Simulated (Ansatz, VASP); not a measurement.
**Ti3Al: VASP beside Ansatz**

```xyz
4
Lattice="2.9217 0.0000 0.0000 -1.4608 2.5303 0.0000 0.0000 0.0000 8.9751" Properties=species:S:1:pos:R:3 pbc="T T T"
Ti    1.4608    0.8434    0.0000
Ti    0.0000    1.6868    6.7910
Ti    0.0000    1.6868    2.1841
Al    1.4608    0.8434    4.4876
```

Alike in both runs: task single point; functional PBEsol; k mesh 15 × 15 × 6; occupations gaussian, width 0.15 eV; no spin polarisation.

|  | VASP | Ansatz |
| --- | --- | --- |
| version | VASP 6.6.1 | Ansatz 0.2.0 |
| potentials or method | VASP PAW PBE potentials, release 64 (Ti_sv, Al), cutoff 520 eV | scalar-relativistic, plane waves, PAW |
| valence electrons in the cell | 39 | 39 |

```csv
,VASP,Ansatz,Ansatz less VASP
gap on the k mesh at the Fermi level (eV),none,none,-
pressure (GPa),0.4,0.5,+0.13
"traceless stress, the component that is largest in VASP (GPa)",2.78,2.75,-0.034
rms of the force components (eV/Å),0.163,0.169,+0.0054
```

VASP's potentials were made for PBE, not for PBEsol, and Ansatz warns of the same on its side. Atom by atom the forces differ by 0.005 eV/Å (rms over components). A gap of «none» marks a metal or a gap that the smearing closes.
